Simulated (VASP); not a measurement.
# Ag (P6_3/mmc) in VASP: further runs

The runs below take Ag through single point, relaxation of cell and atoms, with RPBE.

Program: VASP 6.6.1. These are calculated values, not measurements. Logs are shortened: lines on timing, memory, paths and dates and some standing lists are left out, and cuts for length are marked.

## (1) The cell of the first run

Symmetry: P6_3/mmc, No. 194, hexagonal system. Conventional cell: a = 3.083 Å, b = 3.083 Å, c = 10.172 Å, α = 90.00°, β = 90.00°, γ = 120.00°. Ag (site symmetry -6m2) has 12 Ag at 3.08 to 3.10 Å within 4.1 Å. Ag (site symmetry -3m) has 12 Ag at 3.08 to 3.10 Å within 4.1 Å.

## (2) Single point, RPBE (volume scaled by 1.12)

INCAR reads:

```
PREC     = Accurate       # precision mode
ENCUT    = 520            # plane-wave cutoff, eV
EDIFF    = 1E-6           # SCF threshold, eV
ISMEAR   = -1             # smearing method
SIGMA    = 0.1            # smearing width, eV
LREAL    = False          # projectors in reciprocal space
LASPH    = True           # aspherical terms in the spheres
NELM     = 80             # most SCF steps
ALGO     = Normal         # electronic algorithm
ISIF     = 2              # what is computed and relaxed
LWAVE    = False          # write WAVECAR
LCHARG   = False          # write CHGCAR
GGA      = RP             # functional
NBANDS   = 30             # bands
```

KPOINTS reads:

```
Automatic mesh
0
Gamma
  14 14 4
```

POSCAR reads:

```
Ag
1.0
    3.0830490082      0.0000000000      0.0000000000
   -1.5415245041      2.6699987622      0.0000000000
    0.0000000000      0.0000000000     10.1722299406
Ag
4
Direct
    0.3333333333      0.6666666667      0.2500000000
    0.6666666667      0.3333333333      0.7500000000
    0.0000000000      0.0000000000      0.0000000000
    1.0000000000      1.0000000000      0.5000000000
```

Potentials or basis: VASP PAW PBE potentials, release 64 (Ag).

Launch:

```
cat potpaw_PBE.64/Ag/POTCAR > POTCAR
mpirun -np 1 vasp_std > vasp.out
```

OUTCAR:

```text
PREC = Accurate
   ENCUT = 520
   EDIFF = 1E-6
   ISMEAR = -1
   LREAL = False
   LASPH = True
   NELM = 80
   ISIF = 2
   GGA = RP

 ion  position               nearest neighbor table
   1  0.333  0.667  0.250-   3 3.10   4 3.10   3 3.10   4 3.10   3 3.10   4 3.10
   2  0.667  0.333  0.750-   3 3.10   4 3.10   3 3.10   4 3.10   3 3.10   4 3.10
   3  0.000  0.000  0.000-   1 3.10   2 3.10   1 3.10   2 3.10   2 3.10   1 3.10
   4  0.000  0.000  0.500-   1 3.10   2 3.10   1 3.10   2 3.10   2 3.10   1 3.10

  LATTYP: Found a hexagonal cell.
 ALAT       =     3.0830490082
 C/A-ratio  =     3.2994058523

  Lattice vectors:

 A1 = (   3.0830490082,   0.0000000000,   0.0000000000)
 A2 = (  -1.5415245041,   2.6699987622,   0.0000000000)
 A3 = (   0.0000000000,   0.0000000000,  10.1722299406)

Analysis of symmetry for initial positions (statically):
=====================================================================
 Subroutine PRICEL returns:
 Original cell was already a primitive cell.

 Routine SETGRP: Setting up the symmetry group for a
 hexagonal supercell.

 Subroutine GETGRP returns: Found 24 space group operations
 (whereof 12 operations were pure point group operations)
 out of a pool of 24 trial point group operations.

The static configuration has the point symmetry D_3d.
 The point group associated with its full space group is D_6h.

Analysis of symmetry for dynamics (positions and initial velocities):
=====================================================================
 Subroutine PRICEL returns:
 Original cell was already a primitive cell.

 Routine SETGRP: Setting up the symmetry group for a
 hexagonal supercell.

 Subroutine GETGRP returns: Found 24 space group operations
 (whereof 12 operations were pure point group operations)
 out of a pool of 24 trial point group operations.

The dynamic configuration has the point symmetry D_3d.
 The point group associated with its full space group is D_6h.

 Subroutine INISYM returns: Found 24 space group operations
 (whereof 12 operations are pure point group operations),
 and found     1 'primitive' translations

----------------------------------------------------------------------------------------

                                     Primitive cell

  volume of cell :      83.7351

  direct lattice vectors                    reciprocal lattice vectors
     3.083049008  0.000000000  0.000000000     0.324354234  0.187266004  0.000000000
    -1.541524504  2.669998762  0.000000000     0.000000000  0.374532009  0.000000000
[... 84 lines left out ...]
   LNONCOLLINEAR =      F non collinear calculations
   LSORBIT =      F    spin-orbit coupling
   LASPH  =      T    aspherical Exc in radial PAW
   ENCUT  =  520.0 eV  38.22 Ry    6.18 a.u.   5.73  5.73 18.91*2*pi/ulx,y,z
   NELM   =     80;   NELMIN=  2; NELMDL= -5     # of ELM steps
   EDIFF  = 0.1E-05   stopping-criterion for ELM
   LREAL  =      F    real-space projection
[... 7 lines left out ...]
   TEBEG  =    0.0;   TEEND  =   0.0 temperature during run
   PSTRESS=    0.0 pullay stress
   NELECT =      44.0000    total number of electrons
   NUPDOWN=      -1.0000    fix difference up-down
   EMIN   =  10.00;   EMAX   =-10.00  energy-range for DOS
   EFERMI =   0.00;   METHOD = LEGACY
   ISMEAR =    -1;   SIGMA  =   0.10  broadening in eV -4-tet -1-fermi 0-gaus
   EFERMI_NEDOS =   21; number of points for ismear=-14 and -15
   IALGO  =     38    algorithm
   IMIX   =      4    mixing-type and parameters
     AMIX     =   0.40;   BMIX     =  1.00
     AMIX_MAG =   1.60;   BMIX_MAG =  1.00
  volume/ion in A,a.u.               =      20.93       141.27
  Fermi-wavevector in a.u.,A,eV,Ry     =   1.321062  2.496445 23.744950  1.745205
  Thomas-Fermi vector in A             =   2.450843
   LORBIT       =      0    0 simple, 1 ext, 2 COOP (PROOUT), +10 PAW based schemes
   GGA     = RP    functional components
   LHFCALC =     F    Hartree Fock is set to
   AEXX    =    0.0000 exact exchange contribution
   IVDW    =     0    specifies the selected vdW correction
   LEPSILON=     F    determine dielectric tensor
   LRPA    =     F    only Hartree local field effects (RPA)
 non-spin polarized calculation
  energy-cutoff  :      520.00
  volume of cell :       83.74
 maximum number of plane-waves:      2293
 NGX is ok and might be reduce to    24
   NGX = 11   NGY = 11   NGZ = 37

 number of electron      44.0000002 magnetization

 Free energy of the ion-electron system (eV)
  ---------------------------------------------------
  ext. energy  EPLUGINS =         0.00000000
  ---------------------------------------------------
  free energy    TOTEN  =        -8.62782776 eV

  energy without entropy =       -8.58873154  energy(sigma->0) =       -8.60827965

 E-fermi :   6.0702     XC(G=0): -10.8747

 val. band max:        6.0184164782   @ k =   0.1429   0.1429   0.5000
 cond. band min:       6.1226915012   @ k =   0.2143   0.0714   0.5000
 fundamental gap:      0.1042750231
 Fermi energy:         6.0702075861

 k-point     1 :       0.0000    0.0000    0.0000
  band No.  band energies     occupation
      1      -0.3063      2.00000
      2       0.7499      2.00000
      3       0.7920      2.00000
      4       0.7923      2.00000
      5       1.8195      2.00000
      6       1.8504      2.00000
[... 781 lines left out ...]
     29      11.7216      0.00000
     30      14.0535      0.00000

 [... further k-points ...]

------------------------ aborting loop because EDIFF is reached ----------------------------------------

  FORCE on cell =-STRESS in cart. coord.  units (eV):
  Direction    XX          YY          ZZ          XY          YZ          ZX
  --------------------------------------------------------------------------------------
  -------------------------------------------------------------------------------------
  Total       -2.9885075     -2.9885075     -3.2741937      0.0000000      0.0000000      0.0000000
  in kB      -57.1817272    -57.1817272    -62.6480124      0.0000000      0.0000000      0.0000000
  external PRESSURE =     -59.0038223 kB  Pullay stress =       0.0000000 kB

 VOLUME and BASIS-vectors are now :
 -----------------------------------------------------------------------------
  energy-cutoff  :      520.00
  volume of cell :       83.74
      direct lattice vectors                 reciprocal lattice vectors
     3.083049008  0.000000000  0.000000000     0.324354234  0.187266004  0.000000000
    -1.541524504  2.669998762  0.000000000     0.000000000  0.374532009  0.000000000
     0.000000000  0.000000000 10.172229941     0.000000000  0.000000000  0.098306862

 POSITION                                       TOTAL-FORCE (eV/Angst)
 -----------------------------------------------------------------------------------
     -0.00000      1.78000      2.54306        -0.000000     -0.000000      0.000000
      1.54152      0.89000      7.62917         0.000000     -0.000000      0.000000
      0.00000      0.00000      0.00000         0.000000      0.000000      0.000000
      0.00000      0.00000      5.08611         0.000000      0.000000      0.000000
 -----------------------------------------------------------------------------------
    total drift:                               -0.000000      0.000000     -0.000000

  FREE ENERGIE OF THE ION-ELECTRON SYSTEM (eV)
  ---------------------------------------------------
  free  energy   TOTEN  =        -8.6278277584 eV

  energy  without entropy=       -8.5887315419  energy(sigma->0) =       -8.60827965
```

OSZICAR:

```text
N       E                     dE             d eps       ncg     rms          rms(c)
DAV:   1     0.281298965736E+03    0.28130E+03   -0.22292E+04  4344   0.141E+03
DAV:   2    -0.311419227611E+01   -0.28441E+03   -0.26876E+03  4496   0.315E+02
DAV:   3    -0.912707314430E+01   -0.60129E+01   -0.59761E+01  4962   0.508E+01
DAV:   4    -0.915590585510E+01   -0.28833E-01   -0.28825E-01  4656   0.350E+00
DAV:   5    -0.915621908423E+01   -0.31323E-03   -0.31322E-03  4938   0.394E-01    0.592E+00
DAV:   6    -0.863136031459E+01    0.52486E+00   -0.18291E+00  4614   0.107E+01    0.450E+00
DAV:   7    -0.862821832730E+01    0.31420E-02   -0.21793E-02  4698   0.893E-01    0.290E+00
DAV:   8    -0.862768460042E+01    0.53373E-03   -0.59721E-03  4686   0.582E-01    0.758E-02
DAV:   9    -0.862775761595E+01   -0.73016E-04   -0.72210E-05  4938   0.538E-02    0.371E-02
DAV:  10    -0.862782625647E+01   -0.68641E-04   -0.59607E-05  4662   0.603E-02    0.123E-02
DAV:  11    -0.862782791127E+01   -0.16548E-05   -0.13717E-06  3224   0.101E-02    0.117E-03
DAV:  12    -0.862782775845E+01    0.15282E-06   -0.11174E-07  2622   0.266E-03
   1 F= -.86278278E+01 E0= -.86082797E+01  d E =-.390962E-01
```

It took 2.4 min on 1 thread of AMD EPYC 9R45 (Zen 5), shared host; peak memory 0.24 GiB.

What came out:

| Quantity | Value |
| --- | --- |
| Free energy | -8.6278 eV |
| Pressure | -5.9 GPa |
| Band gap on the k mesh | zero (band 22 reaches 8.58 eV, above the bottom of band 23 at 3.04 eV) |

Caveat: the cell differs from its parent crystal (volume scaled by 1.12); the PAW data sets were made with another functional, which shifts forces and pressure a little.

## (3) Single point, RPBE

This run uses another cell than the first one, of 18.69 Å³/atom, 0.893 times its volume.

INCAR reads:

```
PREC = Accurate
ENCUT = 520
EDIFF = 1E-6
ISMEAR = -1
SIGMA = 0.1
LREAL = False
LASPH = True
NELM = 60
ALGO = Normal
ISIF = 2
LWAVE = False
LCHARG = False
GGA = RP
NBANDS = 30
```

KPOINTS reads:

```
Automatic mesh
0
Gamma
  16 16 5
```

POSCAR reads:

```
Ag
1.0
    2.9687554263      0.0000000000      0.0000000000
   -1.4843777132      2.5710176168      0.0000000000
    0.0000000000      0.0000000000      9.7951290277
Ag
4
Direct
    0.3333333333      0.6666666667      0.2500000000
    0.6666666667      0.3333333333      0.7500000000
    0.0000000000      0.0000000000      0.0000000000
    1.0000000000      1.0000000000      0.5000000000
```

Potentials or basis: VASP PAW PBE potentials, release 64 (Ag).

Launch:

```
cat potpaw_PBE.64/Ag/POTCAR > POTCAR
mpirun -np 1 vasp_std > vasp.out
```

Wall time 2.5 min (1 thread of AMD EPYC 9R45 (Zen 5), shared host); peak memory 0.25 GiB.

The run converged. Its results:

| Item | Value |
| --- | --- |
| Free energy | -8.8134 eV |
| Pressure | 0.0 GPa |
| Band gap on the k mesh | zero (band 22 reaches 10.82 eV, above the bottom of band 23 at 4.32 eV) |

Stress tensor (GPa, compression positive):
```
 0.32  0.00  0.00
 0.00  0.32  0.00
 0.00  0.00 -0.51
```

Levels at points of the mesh, in eV from the Fermi level:
| k point | band 18 | band 19 | band 20 | band 21 | band 22 | band 23 | band 24 | band 25 | band 26 | band 27 |
| --- | --- | --- | --- | --- | --- | --- | --- | --- | --- | --- |
| (0.00, 0.00, 0.00) | -3.52 | -3.52 | -3.36 | -3.36 | -3.03 | -3.03 | -0.21 | 3.01 | 10.26 | 10.28 |
| (0.50, 0.00, 0.00) | -2.86 | -2.85 | -2.84 | 0.02 | 0.90 | 0.96 | 1.51 | 3.89 | 3.96 | 6.92 |

Caveat: the PAW data sets were made with another functional, which shifts forces and pressure a little.

## (4) Relaxation of cell and atoms, RPBE

This run uses another cell than the first one, of 18.04 Å³/atom, 0.862 times its volume.

INCAR reads:

```
SYSTEM = Ag
ALGO = Normal ; EDIFF = 1E-6
EDIFFG = -0.01 ; ENCUT = 600
GGA = RP ; IBRION = 2
ISIF = 3 ; ISMEAR = -1
LASPH = .True. ; LCHARG = .False.
LREAL = .False. ; LWAVE = .False.
NELM = 80 ; NSW = 80
PREC = Accurate ; SIGMA = 0.1
```

KPOINTS reads:

```
k-points
0
Gamma
  13 13 3
  0 0 0
```

POSCAR reads:

```
Ag
1.0
    2.8861989086      0.0000000000      0.0000000000
   -1.4430994543      2.4995215753      0.0000000000
    0.0000000000      0.0000000000     10.0000000000
Ag
4
Direct
    0.3333333333      0.6666666667      0.2500000000
    0.6666666667      0.3333333333      0.7500000000
    0.0000000000      0.0000000000      0.0000000000
    0.0000000000      0.0000000000      0.5000000000
```

Launch:

```
cat potpaw_PBE.64/Ag/POTCAR > POTCAR
mpirun -np 1 vasp_std > vasp.out
```

It took 6.5 min on 1 thread of AMD EPYC 9R45 (Zen 5), shared host; peak memory 0.22 GiB.

The run converged. Its results:

- Free energy: -8.8111 eV
- Relaxed volume: 18.67 Å³/atom
- Relaxed cell: a = 2.966 Å, b = 2.966 Å, c = 9.798 Å, α = 90.00°, β = 90.00°, γ = 120.00°
- Space group after relaxing (to 0.05 Å): P6_3/mmc (No. 194)
- Energy gained by relaxing: 13.4 meV/atom
- Ionic steps: 9
- Pressure after relaxing: -0.1 GPa
- Band gap on the k mesh: zero (band 22 reaches 10.67 eV, above the bottom of band 23 at 4.33 eV)

Step by step:
```
step  energy change (eV)  largest force (eV/Å)  pressure (GPa)  volume (Å³)
   1              0.0000                0.0000            3.13        72.14
   2             -0.0434                0.0000           -1.12        75.86
   3             -0.0443                0.0000           -0.56        75.35
   4             -0.0443                0.0000           -0.68        75.42
   5             -0.0514                0.0000           -0.27        74.96
   6             -0.0536                0.0000            0.10        74.57
   7             -0.0536                0.0000            0.16        74.53
   8             -0.0536                0.0000            0.09        74.54
   9             -0.0537                0.0000           -0.05        74.67
```

Final structure:
```cif
data_structure
_symmetry_space_group_name_H-M 'P 1'
_symmetry_Int_Tables_number 1
_cell_length_a 2.9664
_cell_length_b 2.9664
_cell_length_c 9.7980
_cell_angle_alpha 90.000
_cell_angle_beta 90.000
_cell_angle_gamma 120.000
_cell_volume 74.67
loop_
_atom_site_label
_atom_site_type_symbol
_atom_site_fract_x
_atom_site_fract_y
_atom_site_fract_z
_atom_site_occupancy
Ag1 Ag 0.33333 0.66667 0.25000 1
Ag2 Ag 0.66667 0.33333 0.75000 1
Ag3 Ag 0.00000 0.00000 0.00000 1
Ag4 Ag 0.00000 0.00000 0.50000 1
```

Levels at points of the mesh, in eV from the Fermi level:
| k point | band 18 | band 19 | band 20 | band 21 | band 22 | band 23 | band 24 | band 25 | band 26 |
| --- | --- | --- | --- | --- | --- | --- | --- | --- | --- |
| (0.00, 0.00, 0.00) | -3.69 | -3.69 | -3.52 | -3.52 | -3.19 | -3.19 | -0.38 | 2.84 | 10.09 |

Caveat: the PAW data sets were made with another functional, which shifts forces and pressure a little.

## (5) Summary

```tsv
task	cell	k mesh	cutoff (eV)	gap on the mesh (eV)	pressure (GPa)
single point	a = 3.083, b = 3.083, c = 10.172 Å, angles 90.0, 90.0, 120.0°, 4 atoms	14 × 14 × 4	520	none	-5.9
single point	a = 2.969, b = 2.969, c = 9.795 Å, angles 90.0, 90.0, 120.0°, 4 atoms	16 × 16 × 5	520	none	0.0
relaxation of cell and atoms	relaxed from a = 2.886, b = 2.886, c = 10.000 Å, angles 90.0, 90.0, 120.0°, 4 atoms	13 × 13 × 3	600	none	-0.1
```

Alike in all rows: level RPBE; potentials or basis VASP PAW PBE potentials, release 64 (Ag); no spin polarisation; smearing fermi-dirac 0.1 eV.

Caveats: the PAW data sets were made with another functional, which shifts forces and pressure a little.

Total energies depend on the potentials used, so only differences within one code and one set of settings carry meaning.
